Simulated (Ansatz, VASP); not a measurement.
## One calculation of Au, two programs

Contents of INCAR:

```
PREC = Accurate
ENCUT = 520
EDIFF = 1E-7
ISMEAR = -1
SIGMA = 0.1
LREAL = False
LASPH = True
NELM = 60
ALGO = Normal
ISIF = 2
LWAVE = False
LCHARG = False
GGA = B5
ALDAX = 1.0
AGGAX = 1.0
AGGAC = 1.0
ALDAC = 0.0
NBANDS = 12
```

The input KPOINTS:

```
regular mesh
0
Gamma
  13 13 13
```

Contents of POSCAR:

```
Au
1.0
    2.8158885619      0.0000000000      0.0000000000
    0.0000000000      2.8158885619      0.0000000000
    0.0000000000      0.0000000000      2.8158885619
Au
1
Direct
    0.0000000000      0.0000000000      0.0000000000
```

Input for Ansatz:

```yaml
crystal:
  lattice:
    - [2.8158885619, 0.0, 0.0]
    - [0.0, 2.8158885619, 0.0]
    - [0.0, 0.0, 2.8158885619]
  atoms:
    - { symbol: Au, position: [0.0, 0.0, 0.0] }
hamiltonian:
  xc: blyp
  pseudopotentials:
    kind: paw
    azcp:
      Au: "pseudopotentials/Au.paw.azcp"
basis:
  ecutwfc: 420
  fft_grid_basis: typed
kpoints:
  mp_grid: { grid: [13, 13, 13], shift: [0, 0, 0] }
magnetization:
  spin_polarized: false
scf:
  occupations: { method: fermi_dirac, width: 0.1 }
  lower_state_search: "off"
output:
  stress: true
```

Alike in both runs: task single point; functional BLYP; k mesh 13 × 13 × 13; occupations fermi-dirac, width 0.1 eV; no spin polarisation.

|  | VASP | Ansatz |
| --- | --- | --- |
| version | VASP 6.6.1 | Ansatz 0.2.0 |
| potentials or method | VASP PAW PBE potentials, release 64 (Au), cutoff 520 eV | plane waves (420 eV) with PAW, scalar-relativistic |
| valence electrons in the cell | 11 | 19 |

VASP gave:

| Item | Value |
| --- | --- |
| pressure (GPa) | 0.4 |

**Question.** Which values does Ansatz return?

**Answer.** Pressure (GPa): 0.0.

VASP's potentials were made for PBE, not for BLYP. VASP's potentials hold 11 valence electrons a cell and Ansatz's 19, so a difference there can come from the potentials and not from the codes.

Neither program's run includes spin-orbit coupling.
